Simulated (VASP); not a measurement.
# Pd (Fm-3m) in VASP: notebook

Runs on Pd. Level: LDA. Tasks: single point, relaxation of cell and atoms.

Everything below comes from runs of VASP 6.6.1. Logs are shortened: lines on timing, memory, paths and dates and some standing lists are left out, and cuts for length are marked.

## 1. The cell of the first run

Symmetry: Fm-3m, No. 225, cubic system. The conventional cell has a = 3.840 Å, b = 3.840 Å, c = 3.840 Å, α = 90.00°, β = 90.00°, γ = 90.00°. Pd (site symmetry m-3m) has 12 Pd at 2.72 Å within 3.6 Å.

## 2. Single point, LDA

Input file INCAR:

```
SYSTEM = Pd
PREC     = Accurate       ! precision mode
ENCUT    = 520            ! plane-wave cutoff, eV
EDIFF    = 1E-6           ! SCF threshold, eV
ISMEAR   = 0              ! smearing method
SIGMA    = 0.1            ! smearing width, eV
LREAL    = .False.        ! projectors in reciprocal space
LASPH    = .True.         ! aspherical terms in the spheres
NELM     = 100            ! most SCF steps
ALGO     = Fast           ! electronic algorithm
ISIF     = 2              ! what is computed and relaxed
LWAVE    = .False.        ! write WAVECAR
LCHARG   = .False.        ! write CHGCAR
NBANDS   = 11             ! bands
```

Input file KPOINTS:

```
regular mesh
0
Gamma
  16 16 16
  0 0 0
```

Input file POSCAR:

```
Pd
1.0
    0.0000000000      1.9199738926      1.9199738926
    1.9199738926      0.0000000000      1.9199738926
    1.9199738926      1.9199738926      0.0000000000
Pd
1
Direct
    0.0000000000      0.0000000000      0.0000000000
```

Potentials or basis: VASP PAW LDA potentials, release 64 (Pd).

The run is started by

```
cat potpaw_LDA.64/Pd/POTCAR > POTCAR
mpirun -np 1 vasp_std > vasp.out
```

OUTCAR:

```text
SYSTEM = Pd
   PREC = Accurate
   ENCUT = 520
   EDIFF = 1E-6
   ISMEAR = 0
   LREAL = .False.
   LASPH = .True.
   NELM = 100
   ISIF = 2

 ion  position               nearest neighbor table
   1  0.000  0.000  0.000-

  LATTYP: Found a face centered cubic cell.
 ALAT       =     3.8399477852

  Lattice vectors:

 A1 = (   0.0000000000,   1.9199738926,   1.9199738926)
 A2 = (   1.9199738926,   0.0000000000,   1.9199738926)
 A3 = (   1.9199738926,   1.9199738926,   0.0000000000)

Analysis of symmetry for initial positions (statically):
=====================================================================
 Subroutine PRICEL returns:
 Original cell was already a primitive cell.

 Routine SETGRP: Setting up the symmetry group for a
 face centered cubic supercell.

 Subroutine GETGRP returns: Found 48 space group operations
 (whereof 48 operations were pure point group operations)
 out of a pool of 48 trial point group operations.

The static configuration has the point symmetry O_h .

Analysis of symmetry for dynamics (positions and initial velocities):
=====================================================================
 Subroutine PRICEL returns:
 Original cell was already a primitive cell.

 Routine SETGRP: Setting up the symmetry group for a
 face centered cubic supercell.

 Subroutine GETGRP returns: Found 48 space group operations
 (whereof 48 operations were pure point group operations)
 out of a pool of 48 trial point group operations.

The dynamic configuration has the point symmetry O_h .

 Subroutine INISYM returns: Found 48 space group operations
 (whereof 48 operations are pure point group operations),
 and found     1 'primitive' translations

----------------------------------------------------------------------------------------

                                     Primitive cell

  volume of cell :      14.1552

  direct lattice vectors                    reciprocal lattice vectors
     0.000000000  1.919973893  1.919973893    -0.260420208  0.260420208  0.260420208
     1.919973893  0.000000000  1.919973893     0.260420208 -0.260420208  0.260420208
     1.919973893  1.919973893  0.000000000     0.260420208  0.260420208 -0.260420208

  length of vectors
     2.715253118  2.715253118  2.715253118     0.451061031  0.451061031  0.451061031

  position of ions in fractional coordinates (direct lattice)
     0.000000000  0.000000000  0.000000000

  ion indices of the primitive-cell ions
   primitive index   ion index
                 1           1

----------------------------------------------------------------------------------------

 KPOINTS: regular mesh

Automatic generation of k-mesh.
 Grid dimensions read from file:
 generate k-points for:   16   16   16

 Generating k-lattice:

  Cartesian coordinates                     Fractional coordinates (reciprocal lattice)
    -0.016276263  0.016276263  0.016276263     0.062500000  0.000000000  0.000000000
     0.016276263 -0.016276263  0.016276263     0.000000000  0.062500000  0.000000000
     0.016276263  0.016276263 -0.016276263     0.000000000  0.000000000  0.062500000

  Length of vectors
     0.028191314  0.028191314  0.028191314

  Shift w.r.t. Gamma in fractional coordinates (k-lattice)
     0.000000000  0.000000000  0.000000000

 Subroutine IBZKPT returns following result:
 ===========================================

 Found    145 irreducible k-points:

 Following reciprocal coordinates:
            Coordinates               Weight
  0.000000  0.000000  0.000000      1.000000
  0.062500  0.000000  0.000000      8.000000
  0.125000  0.000000  0.000000      8.000000
  0.187500  0.000000  0.000000      8.000000
  0.250000  0.000000  0.000000      8.000000
  0.312500  0.000000  0.000000      8.000000
[... 16 lines left out ...]
 -0.125000  0.062500  0.000000     24.000000
 -0.062500  0.062500  0.000000     12.000000
 [... further k-points ...]
   k-points           NKPTS =    145   k-points in BZ     NKDIM =    145   number of bands    NBANDS=     11
   number of dos      NEDOS =    301   number of ions     NIONS =      1
   total plane-waves  NPLWV =   8000
   dimension x,y,z NGX =    20 NGY =   20 NGZ =   20
   dimension x,y,z NGXF=    40 NGYF=   40 NGZF=   40
   ions per type =               1
   NGX,Y,Z   is equivalent  to a cutoff of  12.25, 12.25, 12.25 a.u.
   NGXF,Y,Z  is equivalent  to a cutoff of  24.49, 24.49, 24.49 a.u.
 SYSTEM =  Pd
   PREC   = accura    normal or accurate (medium, high low for compatibility)
   ISTART =      0    job   : 0-new  1-cont  2-samecut
   ICHARG =      2    charge: 1-file 2-atom 10-const
   ISPIN  =      1    spin polarized calculation?
   LNONCOLLINEAR =      F non collinear calculations
   LSORBIT =      F    spin-orbit coupling
   LASPH  =      T    aspherical Exc in radial PAW
   ENCUT  =  520.0 eV  38.22 Ry    6.18 a.u.   5.05  5.05  5.05*2*pi/ulx,y,z
   NELM   =    100;   NELMIN=  2; NELMDL= -5     # of ELM steps
   EDIFF  = 0.1E-05   stopping-criterion for ELM
   LREAL  =      F    real-space projection
   EDIFFG = 0.1E-04   stopping-criterion for IOM
   NSW    =      0    number of steps for IOM
   IBRION =     -1    ionic relax: 0-MD 1-quasi-New 2-CG
   NFREE  =      0    steps in history (QN), initial steepest desc. (CG)
   ISIF   =      2    stress and relaxation
   ISYM   =      2    0-nonsym 1-usesym 2-fastsym
   POTIM  = 0.5000    time-step for ionic-motion
   TEBEG  =    0.0;   TEEND  =   0.0 temperature during run
   PSTRESS=    0.0 pullay stress
   NELECT =      10.0000    total number of electrons
   NUPDOWN=      -1.0000    fix difference up-down
   EMIN   =  10.00;   EMAX   =-10.00  energy-range for DOS
   EFERMI =   0.00;   METHOD = LEGACY
   ISMEAR =     0;   SIGMA  =   0.10  broadening in eV -4-tet -1-fermi 0-gaus
   EFERMI_NEDOS =   21; number of points for ismear=-14 and -15
   IALGO  =     68    algorithm
   IMIX   =      4    mixing-type and parameters
     AMIX     =   0.40;   BMIX     =  1.00
     AMIX_MAG =   1.60;   BMIX_MAG =  1.00
  volume/ion in A,a.u.               =      14.16        95.52
  Fermi-wavevector in a.u.,A,eV,Ry     =   1.458040  2.755297 28.924371  2.125881
  Thomas-Fermi vector in A             =   2.574771
   LORBIT       =      0    0 simple, 1 ext, 2 COOP (PROOUT), +10 PAW based schemes
   GGA     = CA    functional components
   LHFCALC =     F    Hartree Fock is set to
   AEXX    =    0.0000 exact exchange contribution
   IVDW    =     0    specifies the selected vdW correction
   LEPSILON=     F    determine dielectric tensor
   LRPA    =     F    only Hartree local field effects (RPA)
 non-spin polarized calculation
 RMM-DIIS sequential band-by-band and
 Gauss-broadening in eV      SIGMA  =   0.10
  energy-cutoff  :      520.00
  volume of cell :       14.16
 maximum number of plane-waves:       392
   NGX =  9   NGY =  9   NGZ =  9

 number of electron      10.0000005 magnetization

 Free energy of the ion-electron system (eV)
  ---------------------------------------------------
  ext. energy  EPLUGINS =         0.00000000
  ---------------------------------------------------
  free energy    TOTEN  =        -6.49873603 eV

  energy without entropy =       -6.48800446  energy(sigma->0) =       -6.49337024

 E-fermi :  10.3471     XC(G=0): -13.7685

 val. band max:       10.3467795364   @ k =   0.5000   0.3750   0.0625
 cond. band min:      10.3511190700   @ k =  -0.3750   0.3750   0.1250
 fundamental gap:      0.0043395336
 Fermi energy:        10.3471484581

 k-point     1 :       0.0000    0.0000    0.0000
  band No.  band energies     occupation
      1       2.7519      2.00000
      2       7.2590      2.00000
      3       7.2590      2.00000
      4       7.2590      2.00000
      5       9.0188      2.00000
      6       9.0188      2.00000
      7      27.4518      0.00000
      8      32.4084      0.00000
      9      32.4084      0.00000
     10      32.4084      0.00000
     11      37.8403      0.00000

 k-point     2 :       0.0625    0.0000    0.0000
  band No.  band energies     occupation
      1       2.8994      2.00000
      2       7.2039      2.00000
      3       7.3118      2.00000
      4       7.3118      2.00000
      5       8.9924      2.00000
      6       8.9924      2.00000
      7      27.6234      0.00000
      8      31.4951      0.00000
      9      32.5906      0.00000
     10      32.5906      0.00000
     11      38.2429      0.00000

 k-point     3 :       0.1250    0.0000    0.0000
  band No.  band energies     occupation
      1       3.3196      2.00000
      2       7.0747      2.00000
      3       7.4440      2.00000
      4       7.4440      2.00000
      5       8.9440      2.00000
      6       8.9440      2.00000
      7      27.9922      0.00000
      8      29.7249      0.00000
      9      33.1042      0.00000
     10      33.1042      0.00000
     11      37.7115      0.00000

 k-point     4 :       0.1875    0.0000    0.0000
  band No.  band energies     occupation
      1       3.9241      2.00000
      2       6.9919      2.00000
      3       7.5681      2.00000
      4       7.5681      2.00000
      5       8.9680      2.00000
      6       8.9680      2.00000
      7      27.2552      0.00000
      8      28.7761      0.00000
      9      33.8289      0.00000
     10      33.8289      0.00000
     11      36.6789      0.00000
[... 239 lines left out ...]
 k-point    22 :      -0.1875    0.0625    0.0000
  band No.  band energies     occupation
      1       4.2538      2.00000
      2       6.8874      2.00000
      3       7.6289      2.00000
      4       7.6628      2.00000
      5       8.7462      2.00000
      6       9.3168      2.00000
      7      26.6709      0.00000
      8      28.7373      0.00000
      9      32.6951      0.00000
     10      35.1801      0.00000
     11      35.2623      0.00000

 k-point    23 :      -0.1250    0.0625    0.0000
  band No.  band energies     occupation
      1       3.6303      2.00000
      2       6.9448      2.00000
      3       7.5396      2.00000
      4       7.5674      2.00000
      5       8.7460      2.00000
      6       9.1150      2.00000
      7      28.1452      0.00000
      8      29.0888      0.00000
      9      32.3335      0.00000
     10      34.0788      0.00000
     11      36.7549      0.00000

 k-point    24 :      -0.0625    0.0625    0.0000
  band No.  band energies     occupation
      1       3.1389      2.00000
      2       7.0987      2.00000
      3       7.3848      2.00000
      4       7.4255      2.00000
      5       8.8707      2.00000
      6       9.0437      2.00000
      7      27.8783      0.00000
      8      30.6179      0.00000
      9      32.2522      0.00000
     10      33.1851      0.00000
     11      36.1422      0.00000

 [... further k-points ...]
[... 5 lines left out ...]
  --------------------------------------------------------------------------------------
  -------------------------------------------------------------------------------------
  Total        0.0297136      0.0297136      0.0297136      0.0000000      0.0000000     -0.0000000
  in kB        3.3631760      3.3631760      3.3631760      0.0000000      0.0000000     -0.0000000
  external PRESSURE =       3.3631760 kB  Pullay stress =       0.0000000 kB

 VOLUME and BASIS-vectors are now :
 -----------------------------------------------------------------------------
  energy-cutoff  :      520.00
  volume of cell :       14.16
      direct lattice vectors                 reciprocal lattice vectors
     0.000000000  1.919973893  1.919973893    -0.260420208  0.260420208  0.260420208
     1.919973893  0.000000000  1.919973893     0.260420208 -0.260420208  0.260420208
     1.919973893  1.919973893  0.000000000     0.260420208  0.260420208 -0.260420208

 POSITION                                       TOTAL-FORCE (eV/Angst)
 -----------------------------------------------------------------------------------
      0.00000      0.00000      0.00000         0.000000     -0.000000      0.000000
 -----------------------------------------------------------------------------------
    total drift:                                0.000000      0.000000      0.000000

  FREE ENERGIE OF THE ION-ELECTRON SYSTEM (eV)
  ---------------------------------------------------
  free  energy   TOTEN  =        -6.4987360298 eV

  energy  without entropy=       -6.4880044566  energy(sigma->0) =       -6.49337024
```

It took 16 s on 1 thread of Intel Xeon 6975P-C, shared host; peak memory 0.13 GiB.

Results:

```yaml
Free_energy: -6.4987 eV
Pressure: 0.3 GPa
Band_gap_on_the_k_mesh: zero (band 5 reaches 10.65 eV, above the bottom of band 6 at 8.94 eV)
```

(Part 1 of 2 ends here.)
